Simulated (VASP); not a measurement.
# TaN (P6/mmm) in VASP: further runs

TaN is run at these levels: PBE; tasks: electric field gradients.

Everything below comes from runs of VASP 6.6.1. Logs are shortened: lines on timing, memory, paths and dates and some standing lists are left out, and cuts for length are marked.

## Step 1: The cell of the first run

It takes space group P6/mmm (No. 191, hexagonal). The conventional cell has a = 5.150 Å, b = 5.150 Å, c = 2.888 Å, α = 90.00°, β = 90.00°, γ = 120.00°. Within 3.4 Å of Ta (site symmetry 6/mmm) lie 6 N at 2.58 Å and 14 Ta at 2.89 to 3.31 Å. Ta (site symmetry -6m2) has 6 N at 2.07 Å within 2.7 Å. N (site symmetry mmm) has 6 Ta at 2.07 to 2.58 Å and 4 N at 2.58 Å within 2.7 Å.

## Step 2: Electric field gradients, PBE (11.06 Å³/atom)

INCAR reads:

```
ALGO     = Normal         # electronic algorithm
EDIFF    = 1E-8           # SCF threshold, eV
ENCUT    = 520            # plane-wave cutoff, eV
GGA      = PE             # functional
GGA_COMPAT= False        
ISIF     = 2              # what is computed and relaxed
ISMEAR   = -1             # smearing method
LASPH    = True           # aspherical terms in the spheres
LCHARG   = False          # write CHGCAR
LEFG     = True         
LREAL    = False          # projectors in reciprocal space
LWAVE    = False          # write WAVECAR
NBANDS   = 36             # bands
NELM     = 120            # most SCF steps
PREC     = Accurate       # precision mode
SIGMA    = 0.03           # smearing width, eV
```

KPOINTS reads:

```
k-points
0
Gamma
  5 5 8
```

POSCAR reads:

```
TaN
1.0
    5.1501995545      0.0000000000      0.0000000000
   -2.5750997773      4.4602036488      0.0000000000
    0.0000000000      0.0000000000      2.8884826334
Ta N
3 3
Direct
    0.0000000000      0.0000000000      0.0000000000
    0.3333333333      0.6666666667      0.5000000000
    0.6666666667      0.3333333333      0.5000000000
    0.5000000000      0.0000000000      0.0000000000
    0.5000000000      0.5000000000      0.0000000000
    0.0000000000      0.5000000000      0.0000000000
```

Potentials or basis: VASP PAW PBE potentials, release 64 (Ta_sv_GW, N).

The run is started by

```bash
$ cat potpaw_PBE.64/Ta_sv_GW/POTCAR potpaw_PBE.64/N/POTCAR > POTCAR
$ mpirun -np 1 vasp_std > vasp.out
```

OUTCAR:

```text
EDIFF = 1E-8
   ENCUT = 520
   GGA = PE
   ISIF = 2
   ISMEAR = -1
   LASPH = True
   LREAL = False
   NELM = 120
   PREC = Accurate

 ion  position               nearest neighbor table
   1  0.000  0.000  0.000-
   2  0.333  0.667  0.500-   6 2.07   6 2.07   4 2.07   4 2.07   5 2.07   5 2.07   3 2.97   3 2.97
                             3 2.97
   3  0.667  0.333  0.500-   6 2.07   6 2.07   4 2.07   4 2.07   5 2.07   5 2.07   2 2.97   2 2.97
                             2 2.97
   4  0.500  0.000  0.000-   2 2.07   3 2.07   2 2.07   3 2.07
   5  0.500  0.500  0.000-   2 2.07   3 2.07   2 2.07   3 2.07
   6  0.000  0.500  0.000-   2 2.07   3 2.07   2 2.07   3 2.07

  LATTYP: Found a hexagonal cell.
 ALAT       =     5.1501995545
 C/A-ratio  =     0.5608486822

  Lattice vectors:

 A1 = (   5.1501995545,   0.0000000000,   0.0000000000)
 A2 = (  -2.5750997773,   4.4602036488,   0.0000000000)
 A3 = (   0.0000000000,   0.0000000000,   2.8884826334)

Analysis of symmetry for initial positions (statically):
=====================================================================
 Subroutine PRICEL returns:
 Original cell was already a primitive cell.

 Routine SETGRP: Setting up the symmetry group for a
 hexagonal supercell.

 Subroutine GETGRP returns: Found 24 space group operations
 (whereof 24 operations were pure point group operations)
 out of a pool of 24 trial point group operations.

The static configuration has the point symmetry D_6h.

Analysis of symmetry for dynamics (positions and initial velocities):
=====================================================================
 Subroutine PRICEL returns:
 Original cell was already a primitive cell.

 Routine SETGRP: Setting up the symmetry group for a
 hexagonal supercell.

 Subroutine GETGRP returns: Found 24 space group operations
 (whereof 24 operations were pure point group operations)
 out of a pool of 24 trial point group operations.

The dynamic configuration has the point symmetry D_6h.

 Subroutine INISYM returns: Found 24 space group operations
 (whereof 24 operations are pure point group operations),
 and found     1 'primitive' translations

----------------------------------------------------------------------------------------

                                     Primitive cell

  volume of cell :      66.3512

  direct lattice vectors                    reciprocal lattice vectors
     5.150199555  0.000000000  0.000000000     0.194167234  0.112102505  0.000000000
    -2.575099777  4.460203649  0.000000000     0.000000000  0.224205009  0.000000000
     0.000000000  0.000000000  2.888482633     0.000000000  0.000000000  0.346202532

  length of vectors
     5.150199555  5.150199555  2.888482633     0.224205009  0.224205009  0.346202532

  position of ions in fractional coordinates (direct lattice)
     0.000000000  0.000000000  0.000000000
     0.333333333  0.666666667  0.500000000
     0.666666667  0.333333333  0.500000000
     0.500000000  0.000000000  0.000000000
     0.500000000  0.500000000  0.000000000
     0.000000000  0.500000000  0.000000000

  ion indices of the primitive-cell ions
   primitive index   ion index
                 1           1
                 2           2
                 3           3
                 4           4
                 5           5
                 6           6

----------------------------------------------------------------------------------------

 KPOINTS: k-points

Automatic generation of k-mesh.
 Grid dimensions read from file:
 generate k-points for:    5    5    8

 Generating k-lattice:

  Cartesian coordinates                     Fractional coordinates (reciprocal lattice)
[... 51 lines left out ...]
   ISTART =      0    job   : 0-new  1-cont  2-samecut
   ICHARG =      2    charge: 1-file 2-atom 10-const
   ISPIN  =      1    spin polarized calculation?
   LNONCOLLINEAR =      F non collinear calculations
   LSORBIT =      F    spin-orbit coupling
   LASPH  =      T    aspherical Exc in radial PAW
   ENCUT  =  520.0 eV  38.22 Ry    6.18 a.u.   9.58  9.58  5.37*2*pi/ulx,y,z
   NELM   =    120;   NELMIN=  2; NELMDL= -5     # of ELM steps
   EDIFF  = 0.1E-07   stopping-criterion for ELM
   LREAL  =      F    real-space projection
   EDIFFG = 0.1E-06   stopping-criterion for IOM
   NSW    =      0    number of steps for IOM
   IBRION =     -1    ionic relax: 0-MD 1-quasi-New 2-CG
   NFREE  =      0    steps in history (QN), initial steepest desc. (CG)
   ISIF   =      2    stress and relaxation
   ISYM   =      2    0-nonsym 1-usesym 2-fastsym
   POTIM  = 0.5000    time-step for ionic-motion
   TEBEG  =    0.0;   TEEND  =   0.0 temperature during run
   PSTRESS=    0.0 pullay stress
   NELECT =      54.0000    total number of electrons
   NUPDOWN=      -1.0000    fix difference up-down
   EMIN   =  10.00;   EMAX   =-10.00  energy-range for DOS
   EFERMI =   0.00;   METHOD = LEGACY
   ISMEAR =    -1;   SIGMA  =   0.03  broadening in eV -4-tet -1-fermi 0-gaus
   EFERMI_NEDOS =   21; number of points for ismear=-14 and -15
   IALGO  =     38    algorithm
   IMIX   =      4    mixing-type and parameters
     AMIX     =   0.40;   BMIX     =  1.00
     AMIX_MAG =   1.60;   BMIX_MAG =  1.00
  volume/ion in A,a.u.               =      11.06        74.63
  Fermi-wavevector in a.u.,A,eV,Ry     =   1.528469  2.888387 31.786161  2.336217
  Thomas-Fermi vector in A             =   2.636223
   LORBIT       =      0    0 simple, 1 ext, 2 COOP (PROOUT), +10 PAW based schemes
   GGA     = PE    functional components
   LHFCALC =     F    Hartree Fock is set to
   AEXX    =    0.0000 exact exchange contribution
   IVDW    =     0    specifies the selected vdW correction
   LEPSILON=     F    determine dielectric tensor
   LRPA    =     F    only Hartree local field effects (RPA)
 non-spin polarized calculation
  energy-cutoff  :      520.00
  volume of cell :       66.35
 maximum number of plane-waves:      1822
 NGX is ok and might be reduce to    40
   NGX = 19   NGY = 19   NGZ = 11

 number of electron      53.9999991 magnetization

 Free energy of the ion-electron system (eV)
  ---------------------------------------------------
  ext. energy  EPLUGINS =         0.00000000
  ---------------------------------------------------
  free energy    TOTEN  =       -72.18627653 eV

  energy without entropy =      -72.18329553  energy(sigma->0) =      -72.18478603

 E-fermi :  12.5560     XC(G=0): -13.4952

 val. band max:       12.5380046058   @ k =   0.0000   0.0000   0.3750
 cond. band min:      12.6086878907   @ k =   0.2000  -0.0000   0.2500
 fundamental gap:      0.0706832849
 Fermi energy:        12.5559750202

 k-point     1 :       0.0000    0.0000    0.0000
  band No.  band energies     occupation
      1     -56.7358      2.00000
      2     -56.6822      2.00000
      3     -56.4053      2.00000
      4     -23.6404      2.00000
      5     -23.6404      2.00000
      6     -23.2308      2.00000
[... 925 lines left out ...]
     35      16.6244      0.00000
     36      18.0696      0.00000

 [... further k-points ...]

------------------------ aborting loop because EDIFF is reached ----------------------------------------

  FORCE on cell =-STRESS in cart. coord.  units (eV):
  Direction    XX          YY          ZZ          XY          YZ          ZX
  --------------------------------------------------------------------------------------
  -------------------------------------------------------------------------------------
  Total        6.6845713      6.6845713      8.2871902     -0.0000000     -0.0000000      0.0000000
  in kB      161.4119313    161.4119313    200.1102711     -0.0000000     -0.0000000      0.0000000
  external PRESSURE =     174.3113779 kB  Pullay stress =       0.0000000 kB

 VOLUME and BASIS-vectors are now :
 -----------------------------------------------------------------------------
  energy-cutoff  :      520.00
  volume of cell :       66.35
      direct lattice vectors                 reciprocal lattice vectors
     5.150199555  0.000000000  0.000000000     0.194167234  0.112102505  0.000000000
    -2.575099777  4.460203649  0.000000000     0.000000000  0.224205009  0.000000000
     0.000000000  0.000000000  2.888482633     0.000000000  0.000000000  0.346202532

 POSITION                                       TOTAL-FORCE (eV/Angst)
 -----------------------------------------------------------------------------------
      0.00000      0.00000      0.00000         0.000000      0.000000      0.000000
     -0.00000      2.97347      1.44424        -0.000000     -0.000000      0.000000
      2.57510      1.48673      1.44424        -0.000000      0.000000      0.000000
      2.57510      0.00000      0.00000         0.000000      0.000000      0.000000
      1.28755      2.23010      0.00000         0.000000      0.000000      0.000000
     -1.28755      2.23010      0.00000         0.000000      0.000000      0.000000
 -----------------------------------------------------------------------------------
    total drift:                               -0.000000      0.000000      0.000000

  FREE ENERGIE OF THE ION-ELECTRON SYSTEM (eV)
  ---------------------------------------------------
  free  energy   TOTEN  =       -72.1862765318 eV

  energy  without entropy=      -72.1832955336  energy(sigma->0) =      -72.18478603

 Electric field gradients (V/A^2)
---------------------------------------------------------------------
 ion       V_xx      V_yy      V_zz      V_xy      V_xz      V_yz
---------------------------------------------------------------------
   1     209.082   209.082  -418.164     0.000     0.000     0.000
   2     200.892   200.892  -401.784    -0.000     0.000     0.000
   3     200.892   200.892  -401.784    -0.000     0.000     0.000
   4      33.736   -28.891    -4.846    -0.000     0.000     0.000
   5     -13.234    18.080    -4.846    27.119     0.000    -0.000
   6     -13.234    18.080    -4.846   -27.118    -0.000    -0.000
---------------------------------------------------------------------

 Electric field gradients after diagonalization (V/A^2)
 (convention: |V_zz| > |V_xx| > |V_yy|)
----------------------------------------------------------------------
 ion       V_xx      V_yy      V_zz     asymmetry (V_yy - V_xx)/ V_zz
----------------------------------------------------------------------
   1     209.083   209.082  -418.164       0.000
   2     200.893   200.891  -401.784       0.000
   3     200.893   200.891  -401.784       0.000
   4     -28.891    -4.846    33.736       0.713
   5     -28.891    -4.846    33.737       0.713
   6     -28.891    -4.846    33.736       0.713
----------------------------------------------------------------------

           NMR quadrupolar parameters

 Cq : quadrupolar parameter    Cq=e*Q*V_zz/h
 eta: asymmetry parameters     (V_yy - V_xx)/ V_zz
 Q  : nuclear electric quadrupole moment in mb (millibarn)
----------------------------------------------------------------------
 ion       Cq(MHz)       eta       Q (mb)
----------------------------------------------------------------------
   1      -1.011       0.000       1.000
   2      -0.972       0.000       1.000
   3      -0.972       0.000       1.000
   4       0.082       0.713       1.000
   5       0.082       0.713       1.000
   6       0.082       0.713       1.000
----------------------------------------------------------------------
```

Wall time 90 s (1 thread of Intel Xeon Platinum 8488C (Sapphire Rapids), shared host); peak memory 0.21 GiB.

What came out:

| Item | Value |
| --- | --- |
| Free energy | -72.1863 eV |
| Pressure | 17.4 GPa |
| Band gap on the k mesh | zero (bands 27 and 28 overlap by 2.20 eV) |
| Largest electric field gradient by atom | Ta -418.2, -401.8 (each value once); N +33.7 V/Å² |

Stress tensor (GPa, compression positive):
```
16.14  0.00  0.00
 0.00 16.14  0.00
 0.00  0.00 20.01
```

Electric field gradients, principal values (V/Å²):
| atom | least | middle | greatest (by size) |
| --- | --- | --- | --- |
| 1 Ta | 209.082 | 209.083 | -418.164 |
| 2 Ta | 200.891 | 200.893 | -401.784 |
| 3 Ta | 200.891 | 200.893 | -401.784 |
| 4 N | -4.846 | -28.891 | 33.736 |
| 5 N | -4.846 | -28.891 | 33.737 |
| 6 N | -4.846 | -28.891 | 33.736 |

Caveat: the cell stands under pressure; without QUAD_EFG the Cq values of the log hold for a quadrupole moment of 1 mb, not for the nuclei; spin-orbit coupling is left out, which moves the levels of the heavy elements.

(Part 1 of 2 ends here.)

The gap in the log of VASP goes by the Fermi energy; the results here count the filled bands.